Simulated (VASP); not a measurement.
Wanted: the native input for a VASP 6.6.1 run.

```
Task                   : single point
Functional             : LDA
Potentials or basis    : VASP PAW LDA potentials, release 64 (Ti_sv, O)
Cutoff                 : 520 eV
k mesh                 : 13 × 13 × 13
Occupations            : fermi-dirac, width 0.08 eV
Spin                   : no spin polarisation
Dipole correction      : no
Further INCAR settings : ALGO = Normal; EDIFF = 1e-07; NBANDS = 33
```

The structure of TiO2 lies in POSCAR:

```
TiO2
1.0
   -1.8925000000      1.8925000000      4.8521400000
    1.8925000000     -1.8925000000      4.8521400000
    1.8925000000      1.8925000000     -4.8521400000
Ti O
2 4
Direct
    0.0000000000      0.0000000000      0.0000000000
    0.7500000000      0.2500000000      0.5000000000
    0.2066000000      0.2066000000      0.0000000000
    0.9566000000      0.4566000000      0.5000000000
    0.5434000000      0.0434000000      0.5000000000
    0.7934000000      0.7934000000      0.0000000000
```

This cell differs from its parent crystal: zz strain of +2 %.

The input as run:

INCAR

```
SYSTEM = TiO2
ALGO = Normal
EDIFF = 1E-7
ENCUT = 520
GGA = CA
ISIF = 2
ISMEAR = -1
LASPH = .True.
LCHARG = .True.
LELF = .True.
LREAL = .False.
LVHAR = .True.
LWAVE = .False.
NBANDS = 33
NELM = 100
PREC = Accurate
SIGMA = 0.08
```

KPOINTS

```
k-points
0
Gamma
  13 13 13
  0 0 0
```

Potentials or basis: VASP PAW LDA potentials, release 64 (Ti_sv, O).

Command:

```console
$ cat potpaw_LDA.64/Ti_sv/POTCAR potpaw_LDA.64/O/POTCAR > POTCAR
$ mpirun -np 1 vasp_std > vasp.out
```

It gave:

```json
{"Pressure": "-9.0 GPa", "Largest force": "0.208 eV/Å", "Band gap on the k mesh": "2.02 eV (least direct gap 2.34 eV)"}
```

Caveat: the cell differs from its parent crystal (zz strain of +2 %); the cell stands under tension.

Run time: 7.8 min on 1 thread of Intel(R) Xeon(R) 6975P-C (Granite Rapids), on a shared host, peak memory 0.47 GiB.
